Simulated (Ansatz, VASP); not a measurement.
# BAs in VASP and in Ansatz

Contents of POSCAR:

```
BAs
1.0
    0.0000000000      2.3918676044      2.3387681436
    2.3918676044      0.0000000000      2.3387681436
    2.3918676044      2.3918676044      0.0000000000
B As
1 1
Direct
    0.0000000000      0.0000000000      0.0000000000
    0.2500000000      0.2500000000      0.2500000000
```

INCAR.step1

```
PREC = Accurate
ENCUT = 550
ISMEAR = 0
SIGMA = 0.01
LREAL = False
LASPH = True
NELM = 120
NBANDS = 11
GGA = PE
ALGO = Normal
EDIFF = 1E-5
LWAVE = True
LCHARG = False
GGA_COMPAT = False
```

File INCAR.step2:

```
PREC = Accurate
ENCUT = 550
EDIFF = 1E-6
ISMEAR = 0
SIGMA = 0.01
LREAL = False
LASPH = True
NELM = 120
ALGO = Normal
ISIF = 2
LWAVE = False
LCHARG = False
METAGGA = R2SCAN
LMIXTAU = True
NBANDS = 11
ISTART = 1
GGA_COMPAT = False
```

File KPOINTS:

```
Automatic mesh
0
Gamma
  10 10 10
```

Input for Ansatz:

```yaml
crystal:
  lattice:
    - [0.0, 2.3918676044, 2.3387681436]
    - [2.3918676044, 0.0, 2.3387681436]
    - [2.3918676044, 2.3918676044, 0.0]
  atoms:
    - { symbol: B, position: [0.0, 0.0, 0.0] }
    - { symbol: As, position: [0.25, 0.25, 0.25] }
kpoints:
  mp_grid: { grid: [10, 10, 10] }
  band_path:
    path:
      - [0.0, 0.0, 0.0]
      - [-0.5, -0.5, 0.0]
      - [-0.375, -0.375, 0.25]
      - [-0.375, 0.0, 0.375]
      - [0.0, 0.0, 0.5]
      - [-0.5, -0.25, 0.25]
      - [0.398438, 0.398438, 0.0]
    npoints: 1
hamiltonian:
  xc: r2scan
scf:
  occupations: { method: fixed }
  n_extra_bands: 4
output:
  forces: true
  stress: true
  eigenvalues: true
```

Change from the starting cell: uniaxial_z strain -2.2%.

Alike in both runs: task single point; functional r2SCAN; k mesh 10 × 10 × 10; no spin polarisation.

```csv
,VASP,Ansatz
version,VASP 6.6.1,Ansatz 0.2.0
potentials or method,"VASP PAW PBE potentials, release 64 (B, As)","plane waves, PAW"
plane-wave cutoff (eV),550,500
occupations,"gaussian, width 0.01 eV",fixed
valence electrons in the cell,8,18
```

Ansatz gave:

| Item | Value |
| --- | --- |
| gap on the k mesh at the Fermi level (eV) | 0.99 |
| pressure (GPa) | 3.3 |
| traceless stress, the component that is largest in VASP (GPa) | 3.29 |

Question: What did VASP give for the same quantities?

Answer: gap on the k mesh at the Fermi level (eV): 0.99; pressure (GPa): 3.6; traceless stress, the component that is largest in VASP (GPa): 3.29.

VASP's potentials were made for PBE, not for r2SCAN. VASP's potentials hold 8 valence electrons a cell and Ansatz's 18, so a difference there can come from the potentials and not from the codes.
